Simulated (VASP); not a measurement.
A run of VASP 6.6.1:

The input POSCAR:

```
SnO2
1.0
    4.7235065610      0.0000000000      0.0000000000
    0.0000000000      4.7235065610      0.0000000000
    0.0000000000      0.0000000000      3.2973080635
Sn O
2 4
Direct
    0.5000000000      0.5000000000      0.5000000000
    0.0000000000      0.0000000000      0.0000000000
    0.1936126882      0.8063873118      0.5000000000
    0.8063873118      0.1936126882      0.5000000000
    0.3063873118      0.3063873118      0.0000000000
    0.6936126882      0.6936126882      0.0000000000
```

File INCAR.step1:

```
SYSTEM = SnO2
PREC = Accurate ; ENCUT = 520
ISMEAR = 0 ; SIGMA = 0.02
LREAL = .False. ; LASPH = .True.
NELM = 60 ; NBANDS = 35
GGA = PE ; ALGO = Normal
EDIFF = 1E-4 ; LWAVE = .True.
LCHARG = .False.
```

Contents of INCAR.step2:

```
SYSTEM = SnO2
PREC = Accurate ; ENCUT = 520
EDIFF = 1E-6 ; ISMEAR = 0
SIGMA = 0.02 ; LREAL = .False.
LASPH = .True. ; NELM = 60
ALGO = Normal ; ISIF = 2
LWAVE = .False. ; LCHARG = .False.
METAGGA = R2SCAN ; LMIXTAU = .True.
NBANDS = 35 ; ISTART = 1
```

File KPOINTS:

```
Automatic mesh
0
Gamma
  6 6 8
  0 0 0
```

Potentials or basis: VASP PAW PBE potentials, release 64 (Sn_d, O).

The run is started by

```bash
$ cat potpaw_PBE.64/Sn_d/POTCAR potpaw_PBE.64/O/POTCAR > POTCAR
$ cp INCAR.step1 INCAR
$ mpirun -np 1 vasp_std > vasp.out
$ cp INCAR.step2 INCAR
$ mpirun -np 1 vasp_std > vasp.out
```

Hardware: 1 thread of Intel(R) Xeon(R) 6975P-C (Granite Rapids), with other jobs on the host.

Question: How long does it take, and how much memory?

Answer: It took 2.6 min on 1 thread of Intel(R) Xeon(R) 6975P-C (Granite Rapids) (shared host), peak memory 0.25 GiB. Counts: k points 50.
